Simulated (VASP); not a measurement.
# Al3Cu2 in VASP: single point with PBEsol

Aim: the single point of Al3Cu2 with PBEsol.

Program: VASP 6.6.1. These are calculated values, not measurements. Logs are shortened: lines on timing, memory, paths and dates and some standing lists are left out, and cuts for length are marked.

## Step 1: The cell of the first run

The typed cell holds 5 atoms: a = 4.103 Å, b = 4.053 Å, c = 5.017 Å, α = 90.00°, β = 90.92°, γ = 119.59°.

## Step 2: Single point, PBEsol

Contents of INCAR:

```
ALGO = Fast ; EDIFF = 1E-6
ENCUT = 520 ; GGA = PS
ISIF = 2 ; ISMEAR = 0
LASPH = T ; LCHARG = F
LREAL = F ; LWAVE = F
NBANDS = 24 ; NELM = 60
PREC = Accurate ; SIGMA = 0.1
```

Contents of KPOINTS:

```
k-points
0
Gamma
  6 6 4
```

Contents of POSCAR:

```
Al3Cu2
1.0
    4.1031385408      0.0293038823     -0.0330099342
   -2.0261913638      3.5096309324      0.0000334742
   -0.0402769414     -0.0232067411      5.0164782220
Al Cu
3 2
Direct
   -0.0248391073     -0.0150823354     -0.0129048993
    0.3034716642      0.6490856401      0.3374957066
    0.6468439776      0.3207473499      0.6366956270
    0.3141645002      0.6544153566      0.8278896786
    0.6361541343      0.3154188729      0.1463026758
```

Potentials or basis: VASP PAW PBE potentials, release 64 (Al, Cu).

Started as:

```console
$ cat potpaw_PBE.64/Al/POTCAR potpaw_PBE.64/Cu/POTCAR > POTCAR
$ mpirun -np 1 vasp_std > vasp.out
```

OUTCAR:

```text
EDIFF = 1E-6
   ENCUT = 520
   GGA = PS
   ISIF = 2
   ISMEAR = 0
   LASPH = T
   LREAL = F
   NELM = 60
   PREC = Accurate

 ion  position               nearest neighbor table
   1  0.975  0.985  0.987-   5 2.48   4 2.48   4 2.50   5 2.50   4 2.50   5 2.50   2 2.91   3 2.91
                             2 2.91   3 2.91   3 3.00   2 3.00
   2  0.303  0.649  0.337-   4 2.46   5 2.55   5 2.55   5 2.55   4 2.56   3 2.79   3 2.79   3 2.81
                             1 2.91   1 2.91   1 3.00
   3  0.647  0.321  0.637-   5 2.46   4 2.55   4 2.55   4 2.55   5 2.56   2 2.79   2 2.79   2 2.81
                             1 2.91   1 2.91   1 3.00
   4  0.314  0.654  0.828-   2 2.46   1 2.48   1 2.50   1 2.50   3 2.55   3 2.55   3 2.55   2 2.56

   5  0.636  0.315  0.146-   3 2.46   1 2.48   1 2.50   1 2.50   2 2.55   2 2.55   2 2.55   3 2.56

  LATTYP: Found a base centered monoclinic cell.
 ALAT       =    21.4221265350
 B/A-ratio  =     0.1891747405
 C/A-ratio  =     0.2341828006
 COS(beta)  =    -0.9428980607

  Lattice vectors:

 A1 = (   4.1836924236,   0.0757173645, -10.0659663782)
 A2 = (   2.1575010598,   3.5853482969, -10.0659329040)
 A3 = (  -0.0402769414,  -0.0232067411,   5.0164782220)

Analysis of symmetry for initial positions (statically):
=====================================================================
 Subroutine PRICEL returns:
 Original cell was already a primitive cell.

 Routine SETGRP: Setting up the symmetry group for a
 base centered monoclinic supercell.

 Subroutine GETGRP returns: Found  2 space group operations
 (whereof  1 operations were pure point group operations)
 out of a pool of  4 trial point group operations.

The static configuration has the point symmetry C_1 .
 The point group associated with its full space group is S_2 .

Analysis of symmetry for dynamics (positions and initial velocities):
=====================================================================
 Subroutine PRICEL returns:
 Original cell was already a primitive cell.

 Routine SETGRP: Setting up the symmetry group for a
 base centered monoclinic supercell.

 Subroutine GETGRP returns: Found  2 space group operations
 (whereof  1 operations were pure point group operations)
 out of a pool of  4 trial point group operations.

The dynamic configuration has the point symmetry C_1 .
 The point group associated with its full space group is S_2 .

 Subroutine INISYM returns: Found  2 space group operations
 (whereof  1 operations are pure point group operations),
 and found     1 'primitive' translations

[... 99 lines left out ...]
   NELM   =     60;   NELMIN=  2; NELMDL= -5     # of ELM steps
   EDIFF  = 0.1E-05   stopping-criterion for ELM
   LREAL  =      F    real-space projection
[... 7 lines left out ...]
   TEBEG  =    0.0;   TEEND  =   0.0 temperature during run
   PSTRESS=    0.0 pullay stress
   NELECT =      31.0000    total number of electrons
   NUPDOWN=      -1.0000    fix difference up-down
   EMIN   =  10.00;   EMAX   =-10.00  energy-range for DOS
   EFERMI =   0.00;   METHOD = LEGACY
   ISMEAR =     0;   SIGMA  =   0.10  broadening in eV -4-tet -1-fermi 0-gaus
   EFERMI_NEDOS =   21; number of points for ismear=-14 and -15
   IALGO  =     68    algorithm
   IMIX   =      4    mixing-type and parameters
     AMIX     =   0.40;   BMIX     =  1.00
     AMIX_MAG =   1.60;   BMIX_MAG =  1.00
  volume/ion in A,a.u.               =      14.51        97.89
  Fermi-wavevector in a.u.,A,eV,Ry     =   1.233161  2.330337 20.690206  1.520687
  Thomas-Fermi vector in A             =   2.367903
   LORBIT       =      0    0 simple, 1 ext, 2 COOP (PROOUT), +10 PAW based schemes
   GGA     = PS    functional components
   LHFCALC =     F    Hartree Fock is set to
   AEXX    =    0.0000 exact exchange contribution
   IVDW    =     0    specifies the selected vdW correction
   LEPSILON=     F    determine dielectric tensor
   LRPA    =     F    only Hartree local field effects (RPA)
 non-spin polarized calculation
 RMM-DIIS sequential band-by-band and
 Gauss-broadening in eV      SIGMA  =   0.10
  energy-cutoff  :      520.00
  volume of cell :       72.53
 maximum number of plane-waves:      1970
 NGX is ok and might be reduce to    32
   NGX = 15   NGY = 15   NGZ = 19

 number of electron      30.9999998 magnetization

 Free energy of the ion-electron system (eV)
  ---------------------------------------------------
  ext. energy  EPLUGINS =         0.00000000
  ---------------------------------------------------
  free energy    TOTEN  =       -21.69911166 eV

  energy without entropy =      -21.69072962  energy(sigma->0) =      -21.69492064

 E-fermi :   8.2608     XC(G=0): -11.0632

 val. band max:        8.2340038786   @ k =   0.5000   0.0000   0.5000
 cond. band min:       8.2628616084   @ k =  -0.0000   0.3333   0.2500
 fundamental gap:      0.0288577299
 Fermi energy:         8.2608239276

 k-point     1 :       0.0000    0.0000    0.0000
  band No.  band energies     occupation
      1      -2.9653      2.00000
      2       1.8377      2.00000
      3       2.3633      2.00000
      4       2.9229      2.00000
      5       2.9440      2.00000
      6       3.2889      2.00000
[... 637 lines left out ...]
     23      17.1270      0.00000
     24      17.4638      0.00000

 [... further k-points ...]

------------------------ aborting loop because EDIFF is reached ----------------------------------------

  FORCE on cell =-STRESS in cart. coord.  units (eV):
  Direction    XX          YY          ZZ          XY          YZ          ZX
  --------------------------------------------------------------------------------------
  -------------------------------------------------------------------------------------
  Total        0.1868120      0.1691352      0.2082353      0.0133600      0.0087268      0.0146806
  in kB        4.1265681      3.7360981      4.5997963      0.2951155      0.1927704      0.3242853
  external PRESSURE =       4.1541542 kB  Pullay stress =       0.0000000 kB

 VOLUME and BASIS-vectors are now :
 -----------------------------------------------------------------------------
  energy-cutoff  :      520.00
  volume of cell :       72.53
      direct lattice vectors                 reciprocal lattice vectors
     4.103138541  0.029303882 -0.033009934     0.242735936  0.140137063  0.002597198
    -2.026191364  3.509630932  0.000033474    -0.002016177  0.283766246  0.001296544
    -0.040276941 -0.023206741  5.016478222     0.001597289  0.000920250  0.199360118

 POSITION                                       TOTAL-FORCE (eV/Angst)
 -----------------------------------------------------------------------------------
      1.96583      3.46237      4.91958         0.000000     -0.000000      0.000000
     -0.08358      2.27911      1.68304         0.001445      0.000671      0.005060
      1.97855      1.12988      3.17263        -0.001445     -0.000671     -0.005060
     -0.07026      2.28675      4.14274        -0.003010     -0.002042     -0.000266
      1.96524      1.12225      0.71294         0.003010      0.002042      0.000266
 -----------------------------------------------------------------------------------
    total drift:                                0.000536      0.000135     -0.000399

  FREE ENERGIE OF THE ION-ELECTRON SYSTEM (eV)
  ---------------------------------------------------
  free  energy   TOTEN  =       -21.6991116575 eV

  energy  without entropy=      -21.6907296161  energy(sigma->0) =      -21.69492064
```

OSZICAR:

```text
N       E                     dE             d eps       ncg     rms          rms(c)
DAV:   1     0.172936204017E+03    0.17294E+03   -0.12269E+04  3648   0.148E+03
DAV:   2    -0.160111297427E+02   -0.18895E+03   -0.17569E+03  3672   0.286E+02
DAV:   3    -0.263370877582E+02   -0.10326E+02   -0.97989E+01  4784   0.900E+01
DAV:   4    -0.266288145488E+02   -0.29173E+00   -0.29137E+00  5280   0.128E+01
DAV:   5    -0.266342130888E+02   -0.53985E-02   -0.53981E-02  5216   0.164E+00    0.207E+01
RMM:   6    -0.294721856861E+02   -0.28380E+01   -0.86201E+01  4387   0.131E+02    0.174E+01
RMM:   7    -0.218055786529E+02    0.76666E+01   -0.25577E+01  3924   0.745E+01    0.205E+00
RMM:   8    -0.217093569031E+02    0.96222E-01   -0.15562E+00  3927   0.187E+01    0.128E+00
RMM:   9    -0.216976754429E+02    0.11681E-01   -0.17813E-01  4530   0.357E+00    0.582E-01
RMM:  10    -0.216974354425E+02    0.24000E-03   -0.47679E-02  4553   0.234E+00    0.177E-01
RMM:  11    -0.217004541335E+02   -0.30187E-02   -0.20316E-02  5266   0.962E-01    0.285E-01
RMM:  12    -0.217011228724E+02   -0.66874E-03   -0.23679E-02  4592   0.185E+00    0.336E-01
RMM:  13    -0.216997945649E+02    0.13283E-02   -0.19183E-03  4428   0.560E-01    0.177E-01
RMM:  14    -0.216995708028E+02    0.22376E-03   -0.55290E-04  4916   0.167E-01    0.153E-01
RMM:  15    -0.216992780471E+02    0.29276E-03   -0.19758E-04  4516   0.182E-01    0.920E-02
RMM:  16    -0.216991035206E+02    0.17453E-03   -0.62251E-04  5045   0.253E-01    0.207E-02
RMM:  17    -0.216991109144E+02   -0.73938E-05   -0.64853E-05  4720   0.478E-02    0.403E-03
RMM:  18    -0.216991116575E+02   -0.74309E-06   -0.91397E-06  4211   0.231E-02
   1 F= -.21699112E+02 E0= -.21694921E+02  d E =-.838204E-02
```

stdout:

```text
POSCAR found type information on POSCAR AlCu
 POSCAR found :  2 types and       5 ions
 scaLAPACK will be used
 -----------------------------------------------------------------------------
|                                                                             |
|                                                                             |
[... 26 lines left out ...]
|                                                                             |
 -----------------------------------------------------------------------------

 LDA part: xc-table for (Slater+PW92), standard interpolation
 POSCAR, INCAR and KPOINTS ok, starting setup
 FFT: planning ... GRIDC
 FFT: planning ... GRID_SOFT
 FFT: planning ... GRID
 WAVECAR not read
 entering main loop
```

It took 96 s on 1 thread of AMD EPYC 9R45 (Zen 5), shared host; peak memory 0.23 GiB.

What came out:

- Free energy: -21.6991 eV
- Pressure: 0.4 GPa
- Largest force: 0.005 eV/Å
- Band gap on the k mesh: zero (an odd number of electrons rules out a gap without spin polarisation)

Forces in eV/Å, atoms in the order of the input:
```
Al   0.000  0.000  0.000
Al   0.001  0.001  0.005
Al  -0.001 -0.001 -0.005
Cu  -0.003 -0.002  0.000
Cu   0.003  0.002  0.000
```

Levels at points of the mesh, in eV from the Fermi level:
```csv
k point,band 13,band 14,band 15,band 16,band 17,band 18,band 19,band 20
"(0.00, 0.00, 0.00)",-3.61,-0.15,-0.05,1.31,1.50,2.65,2.99,4.93
"(0.50, 0.00, 0.00)",-2.90,-2.86,-2.68,-0.97,0.08,0.55,3.12,3.90
"(0.00, 0.50, 0.00)",-3.07,-2.97,-2.50,-0.67,-0.13,0.36,2.96,3.74
"(0.50, 0.50, 0.00)",-3.07,-2.97,-2.50,-0.67,-0.13,0.36,2.96,3.74
"(0.00, 0.00, 0.50)",1.04,1.36,1.45,1.46,1.78,2.36,2.44,2.61
"(0.50, 0.00, 0.50)",-4.10,-3.53,-1.60,-0.03,0.93,1.20,4.97,5.19
"(0.00, 0.50, 0.50)",-4.08,-3.47,-1.75,-0.20,0.75,0.96,5.00,5.37
"(0.50, 0.50, 0.50)",-4.08,-3.47,-1.75,-0.20,0.75,0.96,5.00,5.37
```

Caveat: the PAW data sets were made with another functional, which shifts forces and pressure a little.

The gap in the log of VASP goes by the Fermi energy; the results here count the filled bands.